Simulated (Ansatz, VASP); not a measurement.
**One calculation of BaTiO3, two programs**

Contents of POSCAR:

```
BaTiO3
1.0
    2.8400536833      1.6397057586      2.3314328269
   -2.8400536833      1.6397057586      2.3314328269
    0.0000000000     -3.2794115171      2.3314328269
Ba Ti O
1 1 3
Direct
   -0.0258096147     -0.0258096147     -0.0258096147
    0.5162478494      0.5162478494      0.5162478494
    0.4897536543      0.4897536543      0.9801597377
    0.4897536543      0.9801597377      0.4897536543
    0.9801597377      0.4897536543      0.4897536543
```

The input INCAR.step1:

```
  ALGO = Normal
  EDIFF = 1E-4
  ENCUT = 520
  GGA = PE
  ISMEAR = 0
  LASPH = True
  LCHARG = False
  LREAL = False
  LWAVE = True
  NBANDS = 28
  NELM = 100
  PREC = Accurate
  SIGMA = 0.05
```

INCAR.step2

```
  ALGO = Normal
  EDIFF = 1E-7
  ENCUT = 520
  ISIF = 2
  ISMEAR = 0
  ISTART = 1
  LASPH = True
  LCHARG = False
  LMIXTAU = True
  LREAL = False
  LWAVE = False
  METAGGA = R2SCAN
  NBANDS = 28
  NELM = 100
  PREC = Accurate
  SIGMA = 0.05
```

The input KPOINTS:

```
k-points
0
Gamma
  6 6 6
```

Input for Ansatz:

```yaml
crystal:
  lattice:
    - [2.8400536833, 1.6397057586, 2.3314328269]
    - [-2.8400536833, 1.6397057586, 2.3314328269]
    - [0.0, -3.2794115171, 2.3314328269]
  atoms:
    - { symbol: Ba, position: [-0.0258096147, -0.0258096147, -0.0258096147] }
    - { symbol: Ti, position: [0.5162478494, 0.5162478494, 0.5162478494] }
    - { symbol: O, position: [0.4897536543, 0.4897536543, 0.9801597377] }
    - { symbol: O, position: [0.4897536543, 0.9801597377, 0.4897536543] }
    - { symbol: O, position: [0.9801597377, 0.4897536543, 0.4897536543] }
basis:
  ecutwfc: 500
kpoints:
  mp_grid: { grid: [6, 6, 6] }
hamiltonian:
  xc: r2scan
scf:
  occupations: { method: gaussian, width: 0.05 }
output:
  forces: true
  stress: true
  eigenvalues: true
  write_density: true
  write_potential: true
  elf: true
  volumetric_format: npy
```

Change from the starting cell: all Ba atoms moved +0.200 Å, as atom 1 towards its neighbour atom 2 (Ti) at 3.403 Å.

Alike in both runs: task single point; functional r2SCAN; k mesh 6 × 6 × 6; occupations gaussian, width 0.05 eV; no spin polarisation.

```csv
,VASP,Ansatz
version,VASP 6.6.1,Ansatz 0.2.0
potentials or method,"VASP PAW PBE potentials, release 64 (Ba_sv, Ti_sv, O), cutoff 520 eV","scalar-relativistic, plane waves, PAW"
valence electrons in the cell,40,40
```

```tsv
	VASP	Ansatz	Ansatz less VASP
gap on the k mesh at the Fermi level (eV)	2.82	2.84	+0.028
least direct gap on the mesh (eV)	3.28	3.27	-0.012
pressure (GPa)	2.6	0.7	-1.98
traceless stress, the component that is largest in VASP (GPa)	1.19	1.24	+0.049
rms of the force components (eV/Å)	0.435	0.390	-0.0446
```

VASP's potentials were made for PBE, not for r2SCAN. Atom by atom the forces differ by 0.076 eV/Å (rms over components). The functional is the same, so the differences come from potentials, cutoffs and numerics.

Neither program's run includes spin-orbit coupling.
